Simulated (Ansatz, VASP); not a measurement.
**H3Pt in VASP and in Ansatz**

File INCAR:

```
SYSTEM = H3Pt
  PREC = Accurate
  ENCUT = 600
  EDIFF = 1E-6
  ISMEAR = 0
  SIGMA = 0.1
  LREAL = .False.
  LASPH = .True.
  NELM = 100
  ALGO = Normal
  ISIF = 3
  LWAVE = .False.
  LCHARG = .False.
  GGA = PE
  IBRION = 2
  NSW = 100
  EDIFFG = -0.01
```

The input KPOINTS:

```
Automatic mesh
0
Gamma
  16 16 16
  0 0 0
```

The input POSCAR:

```
H3Pt
1.0
    2.9609762356      0.0000000000      0.0000000000
    0.0000000000      2.9609762356      0.0000000000
    0.0000000000      0.0000000000      2.9609762356
H Pt
3 1
Direct
    0.0000000000      0.5000000000      0.5000000000
    0.5000000000      0.0000000000      0.5000000000
    0.5000000000      0.5000000000      0.0000000000
    0.0000000000      0.0000000000      0.0000000000
```

Input for Ansatz:

```yaml
crystal:
  lattice:
    - [2.9609762356, 0.0, 0.0]
    - [0.0, 2.9609762356, 0.0]
    - [0.0, 0.0, 2.9609762356]
  atoms:
    - { symbol: H, position: [0.0, 0.5, 0.5] }
    - { symbol: H, position: [0.5, 0.0, 0.5] }
    - { symbol: H, position: [0.5, 0.5, 0.0] }
    - { symbol: Pt, position: [0.0, 0.0, 0.0] }
basis:
  ecutwfc: 420
kpoints:
  mp_grid: { grid: [16, 16, 16] }
hamiltonian:
  xc: pbe
scf:
  occupations: { method: gaussian, width: 0.1 }
output:
  forces: true
  stress: true
  eigenvalues: true
relax:
  adjacent_minimum: "off"
  f_tol: 0.01
  max_steps: 80
  cell: { stress_tol: 0.05 }
```

Alike in both runs: task relaxation of cell and atoms; functional PBE; k mesh 16 × 16 × 16; occupations gaussian, width 0.1 eV; no spin polarisation.

|  | VASP | Ansatz |
| --- | --- | --- |
| version | VASP 6.6.1 | Ansatz 0.2.0 |
| potentials or method | VASP PAW PBE potentials, release 64 (H, Pt), cutoff 600 eV | scalar-relativistic, plane waves, PAW |
| valence electrons in the cell | 13 | 21 |

```tsv
	VASP	Ansatz	Ansatz less VASP
gap on the k mesh at the Fermi level, each at its own relaxed structure (eV)	none	none	-
relaxed volume (Å³/atom)	6.49	6.49	0.000
relaxed cell length with the largest relative difference (Å)	2.961	2.961	0.0000
```

A gap of «none» marks a metal or a gap that the smearing closes. VASP's potentials hold 13 valence electrons a cell and Ansatz's 21, so a difference there can come from the potentials and not from the codes.

Spin-orbit coupling is off throughout. Noted on VASP's run: the relaxation stopped at its first step, so nothing moved.
